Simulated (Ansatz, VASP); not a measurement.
**Two plane-wave programs on Rh**

```
Rh
1.0
     2.72486    0.00000    0.00000
    -1.36243    2.35980    0.00000
     0.00000    0.00000    4.45530
Rh
2
Direct
  0.66667 0.33333 0.75000
  0.33333 0.66667 0.25000
```

Alike in both runs: task single point; functional PBE; k mesh 18 × 18 × 10; occupations gaussian, width 0.15 eV; no spin polarisation.

```csv
,VASP,Ansatz
version,VASP 6.6.1,Ansatz 0.2.0
potentials or method,"VASP PAW PBE potentials, release 64 (Rh_pv), cutoff 520 eV","scalar-relativistic, plane waves, PAW"
valence electrons in the cell,30,34
```

VASP gave:

| Item | Value |
| --- | --- |
| gap on the k mesh at the Fermi level (eV) | none |
| pressure (GPa) | -3.7 |
| traceless stress, the component that is largest in VASP (GPa) | -2.42 |

Question: What did Ansatz give for the same quantities?

Answer: gap on the k mesh at the Fermi level (eV): none; pressure (GPa): -3.8; traceless stress, the component that is largest in VASP (GPa): -2.43.

A gap of «none» marks a metal or a gap that the smearing closes. VASP's potentials hold 30 valence electrons a cell and Ansatz's 34, so a difference there can come from the potentials and not from the codes.
